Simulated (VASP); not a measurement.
# BN (P6_3mc) in VASP: single point with r2SCAN

Aim: the single point of BN with r2SCAN.

Everything below comes from runs of VASP 6.6.1. Logs are shortened: lines on timing, memory, paths and dates and some standing lists are left out, and cuts for length are marked.

## 1. The cell of the first run

Symmetry: P6_3mc, No. 186, hexagonal system. Conventional cell: a = 2.544 Å, b = 2.544 Å, c = 4.208 Å, α = 90.00°, β = 90.00°, γ = 120.00°. Within 2.1 Å of B (site symmetry 3m) lie 4 N at 1.56 to 1.58 Å. Within 2.1 Å of N (site symmetry 3m) lie 4 B at 1.56 to 1.58 Å.

## 2. Single point, r2SCAN

POSCAR

```
BN
1.0
    2.5439665234      0.0000000000      0.0000000000
   -1.2719832617      2.2031396356      0.0000000000
    0.0000000000      0.0000000000      4.2077449346
B N
2 2
Direct
    0.6666666667      0.3333333333      0.9997995909
    0.3333333333      0.6666666667      0.4997995909
    0.6666666667      0.3333333333      0.6252004091
    0.3333333333      0.6666666667      0.1252004091
```

INCAR.step1

```
ALGO     = Normal         # electronic algorithm
EDIFF    = 1E-4           # SCF threshold, eV
ENCUT    = 520            # plane-wave cutoff, eV
GGA      = PE             # functional
ISMEAR   = 0              # smearing method
LASPH    = True           # aspherical terms in the spheres
LCHARG   = False          # write CHGCAR
LREAL    = False          # projectors in reciprocal space
LWAVE    = True           # write WAVECAR
NBANDS   = 16             # bands
NELM     = 60             # most SCF steps
PREC     = Accurate       # precision mode
SIGMA    = 0.05           # smearing width, eV
```

INCAR.step2

```
ALGO     = Normal         # electronic algorithm
EDIFF    = 1E-6           # SCF threshold, eV
ENCUT    = 520            # plane-wave cutoff, eV
ISIF     = 2              # what is computed and relaxed
ISMEAR   = 0              # smearing method
ISTART   = 1            
LASPH    = True           # aspherical terms in the spheres
LCHARG   = False          # write CHGCAR
LMIXTAU  = True         
LREAL    = False          # projectors in reciprocal space
LWAVE    = False          # write WAVECAR
METAGGA  = R2SCAN         # meta-GGA
NBANDS   = 16             # bands
NELM     = 60             # most SCF steps
PREC     = Accurate       # precision mode
SIGMA    = 0.05           # smearing width, eV
```

KPOINTS

```
k-points
0
Gamma
  12 12 6
```

Potentials or basis: VASP PAW PBE potentials, release 64 (B, N).

Launch:

```console
$ cat potpaw_PBE.64/B/POTCAR potpaw_PBE.64/N/POTCAR > POTCAR
$ cp INCAR.step1 INCAR
$ mpirun -np 1 vasp_std > vasp.out
$ cp INCAR.step2 INCAR
$ mpirun -np 1 vasp_std > vasp.out
```

OUTCAR:

```text
EDIFF = 1E-6
   ENCUT = 520
   ISIF = 2
   ISMEAR = 0
   ISTART = 1
   LASPH = True
   LREAL = False
   METAGGA = R2SCAN
   NELM = 60
   PREC = Accurate

 ion  position               nearest neighbor table
   1  0.667  0.333  1.000-   4 1.56   4 1.56   4 1.56   3 1.58
   2  0.333  0.667  0.500-   3 1.56   3 1.56   3 1.56   4 1.58
   3  0.667  0.333  0.625-   2 1.56   2 1.56   2 1.56   1 1.58
   4  0.333  0.667  0.125-   1 1.56   1 1.56   1 1.56   2 1.58

  LATTYP: Found a hexagonal cell.
 ALAT       =     2.5439665234
 C/A-ratio  =     1.6540095539

  Lattice vectors:

 A1 = (   2.5439665234,   0.0000000000,   0.0000000000)
 A2 = (  -1.2719832617,   2.2031396356,   0.0000000000)
 A3 = (   0.0000000000,   0.0000000000,   4.2077449346)

Analysis of symmetry for initial positions (statically):
=====================================================================
 Subroutine PRICEL returns:
 Original cell was already a primitive cell.

 Routine SETGRP: Setting up the symmetry group for a
 hexagonal supercell.

 Subroutine GETGRP returns: Found 12 space group operations
 (whereof  6 operations were pure point group operations)
 out of a pool of 24 trial point group operations.

The static configuration has the point symmetry C_3v.
 The point group associated with its full space group is C_6v.

Analysis of symmetry for dynamics (positions and initial velocities):
=====================================================================
 Subroutine PRICEL returns:
 Original cell was already a primitive cell.

 Routine SETGRP: Setting up the symmetry group for a
 hexagonal supercell.

 Subroutine GETGRP returns: Found 12 space group operations
 (whereof  6 operations were pure point group operations)
 out of a pool of 24 trial point group operations.

The dynamic configuration has the point symmetry C_3v.
 The point group associated with its full space group is C_6v.

 Subroutine INISYM returns: Found 12 space group operations
 (whereof  6 operations are pure point group operations),
 and found     1 'primitive' translations

----------------------------------------------------------------------------------------

                                     Primitive cell

  volume of cell :      23.5832
[... 86 lines left out ...]
   ICHARG =      0    charge: 1-file 2-atom 10-const
   ISPIN  =      1    spin polarized calculation?
   LNONCOLLINEAR =      F non collinear calculations
   LSORBIT =      F    spin-orbit coupling
   LASPH  =      T    aspherical Exc in radial PAW
   ENCUT  =  520.0 eV  38.22 Ry    6.18 a.u.   4.73  4.73  7.82*2*pi/ulx,y,z
   NELM   =     60;   NELMIN=  2; NELMDL=  0     # of ELM steps
   EDIFF  = 0.1E-05   stopping-criterion for ELM
   LREAL  =      F    real-space projection
   EDIFFG = 0.1E-04   stopping-criterion for IOM
   NSW    =      0    number of steps for IOM
   IBRION =     -1    ionic relax: 0-MD 1-quasi-New 2-CG
   NFREE  =      0    steps in history (QN), initial steepest desc. (CG)
   ISIF   =      2    stress and relaxation
   ISYM   =      2    0-nonsym 1-usesym 2-fastsym
   POTIM  = 0.5000    time-step for ionic-motion
   TEBEG  =    0.0;   TEEND  =   0.0 temperature during run
   PSTRESS=    0.0 pullay stress
   NELECT =      16.0000    total number of electrons
   NUPDOWN=      -1.0000    fix difference up-down
   EMIN   =  10.00;   EMAX   =-10.00  energy-range for DOS
   EFERMI =   0.00;   METHOD = LEGACY
   ISMEAR =     0;   SIGMA  =   0.05  broadening in eV -4-tet -1-fermi 0-gaus
   EFERMI_NEDOS =   21; number of points for ismear=-14 and -15
   IALGO  =     38    algorithm
   IMIX   =      4    mixing-type and parameters
     AMIX     =   0.40;   BMIX     =  1.00
     AMIX_MAG =   1.60;   BMIX_MAG =  1.00
  volume/ion in A,a.u.               =       5.90        39.79
  Fermi-wavevector in a.u.,A,eV,Ry     =   1.438513  2.718396 28.154815  2.069321
  Thomas-Fermi vector in A             =   2.557472
   LORBIT       =      0    0 simple, 1 ext, 2 COOP (PROOUT), +10 PAW based schemes
   METAGGA = R2SCAN    functional components
   LHFCALC =     F    Hartree Fock is set to
   AEXX    =    0.0000 exact exchange contribution
   IVDW    =     0    specifies the selected vdW correction
   LEPSILON=     F    determine dielectric tensor
   LRPA    =     F    only Hartree local field effects (RPA)
 non-spin polarized calculation
 Gauss-broadening in eV      SIGMA  =   0.05
  energy-cutoff  :      520.00
  volume of cell :       23.58
 maximum number of plane-waves:       652
 NGX is ok and might be reduce to    20
   NGX =  9   NGY =  9   NGZ = 15

 number of electron      16.0000000 magnetization

 Free energy of the ion-electron system (eV)
  ---------------------------------------------------
  ext. energy  EPLUGINS =         0.00000000
  ---------------------------------------------------
  free energy    TOTEN  =       -38.26618370 eV

  energy without entropy =      -38.26618370  energy(sigma->0) =      -38.26618370

 E-fermi :   7.6251     XC(G=0): -13.6454

 val. band max:        7.4267042896   @ k =   0.0000   0.0000   0.0000
 cond. band min:      13.1455000399   @ k =   0.3333   0.3333   0.0000
 fundamental gap:      5.7187957503
 Fermi energy:         7.6251154039

 k-point     1 :       0.0000    0.0000    0.0000
  band No.  band energies     occupation
      1     -14.0657      2.00000
      2      -9.8249      2.00000
      3      -3.9044      2.00000
      4       5.2168      2.00000
      5       5.2168      2.00000
      6       7.1566      2.00000
[... 433 lines left out ...]
      3      -1.7566      2.00000
      4      -0.2393      2.00000
      5       1.1623      2.00000
      6       2.9534      2.00000
[... 8 lines left out ...]
     15      24.6528      0.00000
     16      24.9276      0.00000

 [... further k-points ...]
[... 5 lines left out ...]
  --------------------------------------------------------------------------------------
  -------------------------------------------------------------------------------------
  Total        0.1645353      0.1645353      0.1638874      0.0000000     -0.0000000     -0.0000000
  in kB       11.1780712     11.1780712     11.1340517      0.0000000     -0.0000000     -0.0000000
  external PRESSURE =      11.1633980 kB  Pullay stress =       0.0000000 kB

 VOLUME and BASIS-vectors are now :
 -----------------------------------------------------------------------------
  energy-cutoff  :      520.00
  volume of cell :       23.58
      direct lattice vectors                 reciprocal lattice vectors
     2.543966523  0.000000000  0.000000000     0.393086934  0.226948847  0.000000000
    -1.271983262  2.203139636  0.000000000     0.000000000  0.453897694  0.000000000
     0.000000000  0.000000000  4.207744935     0.000000000  0.000000000  0.237656991

 POSITION                                       TOTAL-FORCE (eV/Angst)
 -----------------------------------------------------------------------------------
      1.27198      0.73438      4.20690        -0.000000      0.000000     -0.003102
     -0.00000      1.46876      2.10303         0.000000     -0.000000     -0.003102
      1.27198      0.73438      2.63068        -0.000000      0.000000      0.003102
     -0.00000      1.46876      0.52681         0.000000     -0.000000      0.003102
 -----------------------------------------------------------------------------------
    total drift:                                0.000000      0.000000      0.002258

  FREE ENERGIE OF THE ION-ELECTRON SYSTEM (eV)
  ---------------------------------------------------
  free  energy   TOTEN  =       -38.2661836999 eV

  energy  without entropy=      -38.2661836999  energy(sigma->0) =      -38.26618370
```

OUTCAR.step1:

```text
EDIFF = 1E-4
   ENCUT = 520
   GGA = PE
   ISMEAR = 0
[... 688 lines left out ...]
      1.27198      0.73438      4.20690        -0.000000      0.000000     -0.009376
     -0.00000      1.46876      2.10303         0.000000     -0.000000     -0.009376
      1.27198      0.73438      2.63068         0.000000     -0.000000      0.009376
     -0.00000      1.46876      0.52681        -0.000000      0.000000      0.009376
 -----------------------------------------------------------------------------------
    total drift:                                0.000000      0.000000      0.000385

  FREE ENERGIE OF THE ION-ELECTRON SYSTEM (eV)
  ---------------------------------------------------
  free  energy   TOTEN  =       -34.8275887704 eV

  energy  without entropy=      -34.8275887704  energy(sigma->0) =      -34.82758877
```

OSZICAR.step1:

```text
N       E                     dE             d eps       ncg     rms          rms(c)
DAV:   1     0.389887231793E+02    0.38989E+02   -0.83794E+03  2440   0.976E+02
DAV:   2    -0.344645076974E+02   -0.73453E+02   -0.69039E+02  3480   0.232E+02
DAV:   3    -0.367724678806E+02   -0.23080E+01   -0.23022E+01  2824   0.372E+01
DAV:   4    -0.367779240879E+02   -0.54562E-02   -0.54559E-02  2872   0.207E+00
DAV:   5    -0.367779384704E+02   -0.14383E-04   -0.14383E-04  2600   0.996E-02    0.951E+00
DAV:   6    -0.349945229372E+02    0.17834E+01   -0.22332E+00  3056   0.136E+01    0.452E+00
DAV:   7    -0.348561911464E+02    0.13833E+00   -0.32372E-01  3112   0.458E+00    0.275E+00
DAV:   8    -0.348285122870E+02    0.27679E-01   -0.53399E-02  2808   0.188E+00    0.258E-01
DAV:   9    -0.348273084669E+02    0.12038E-02   -0.19054E-03  2784   0.521E-01    0.135E-01
DAV:  10    -0.348275821601E+02   -0.27369E-03   -0.48018E-04  2856   0.171E-01    0.253E-02
DAV:  11    -0.348275887704E+02   -0.66104E-05   -0.29095E-05  1360   0.552E-02
   1 F= -.34827589E+02 E0= -.34827589E+02  d E =-.646665E-16
```

Run time: 74 s. Hardware: 1 thread of Intel Xeon Platinum 8488C (Sapphire Rapids), shared host; peak memory 0.15 GiB.

What came out:

- Free energy: -38.2662 eV
- Pressure: 1.1 GPa
- Largest force: 0.003 eV/Å
- Band gap on the k mesh: 5.72 eV (least direct gap 8.98 eV)

Forces in eV/Å, atoms in the order of the input:
```
B    0.000  0.000 -0.003
B    0.000  0.000 -0.003
N    0.000  0.000  0.003
N    0.000  0.000  0.003
```

Levels at points of the mesh, in eV from the valence-band top:
```
           k point  band 5  band 6  band 7  band 8  band 9  band 10  band 11  band 12
(0.00, 0.00, 0.00)   -2.21   -0.27    0.00    0.00    9.08     9.08     9.31    10.22
(0.50, 0.00, 0.00)   -7.21   -5.19   -4.53   -2.20    7.30     8.60    11.38    12.23
(0.00, 0.00, 0.50)   -1.22   -1.22   -1.22   -1.22   10.25    10.25    10.69    10.69
(0.50, 0.00, 0.50)   -3.92   -3.92   -3.73   -3.73    7.20     7.20    10.72    10.72
```

Caveat: the PAW data sets were made with another functional, which shifts forces and pressure a little. A k mesh can miss the band edges.
